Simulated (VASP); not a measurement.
Input of a VASP 6.6.1 run:

Contents of INCAR:

```
PREC = Accurate
ENCUT = 600
EDIFF = 1E-7
ISMEAR = 0
SIGMA = 0.1
LREAL = False
LASPH = True
NELM = 80
ALGO = Normal
ISIF = 3
LWAVE = False
LCHARG = False
GGA = PE
IBRION = 2
NSW = 100
EDIFFG = -0.01
```

File KPOINTS:

```
regular mesh
0
Gamma
  12 12 4
```

File POSCAR:

```
GaB3As4
1.0
    3.5245658417      0.0000000000      0.0000000000
   -1.7622829209      3.0523635563      0.0000000000
    0.0000000000      0.0000000000     11.9113189842
Ga B As
1 3 4
Direct
    0.6666666667      0.3333333333      0.2550436285
    0.3333333333      0.6666666667      0.5170855085
    0.3333333333      0.6666666667      0.9837974945
    0.6666666667      0.3333333333      0.7507952518
    0.3333333333      0.6666666667      0.1587633073
    0.3333333333      0.6666666667      0.6940498382
    0.6666666667      0.3333333333      0.4611576109
    0.6666666667      0.3333333333      0.9273073203
```

Potentials or basis: VASP PAW PBE potentials, release 64 (Ga_d, B, As).

Run with:

```console
$ cat potpaw_PBE.64/Ga_d/POTCAR potpaw_PBE.64/B/POTCAR potpaw_PBE.64/As/POTCAR > POTCAR
$ mpirun -np 1 vasp_std > vasp.out
```

What does it give for the relaxed cell?

a = 3.532 Å, b = 3.532 Å, c = 11.916 Å, α = 90.00°, β = 90.00°, γ = 120.00°.

Estimate the band gap on the k mesh.

zero (bands 21 and 22 overlap by 0.18 eV).

Predict the space group after relaxing (to 0.1 Å).

P3m1 (No. 156).

Final structure:
```
Ga B As
1.0
     3.53212    0.00000    0.00000
    -1.76606    3.05891    0.00000
     0.00000    0.00000   11.91561
Ga B As
1 3 4
Direct
  0.66667 0.33333 0.25420
  0.33333 0.66667 0.51670
  0.33333 0.66667 0.98442
  0.66667 0.33333 0.75093
  0.33333 0.66667 0.15963
  0.33333 0.66667 0.69396
  0.66667 0.33333 0.46031
  0.66667 0.33333 0.92785
```

Caveat: semilocal functionals underestimate gaps, and a narrow one can read as zero.
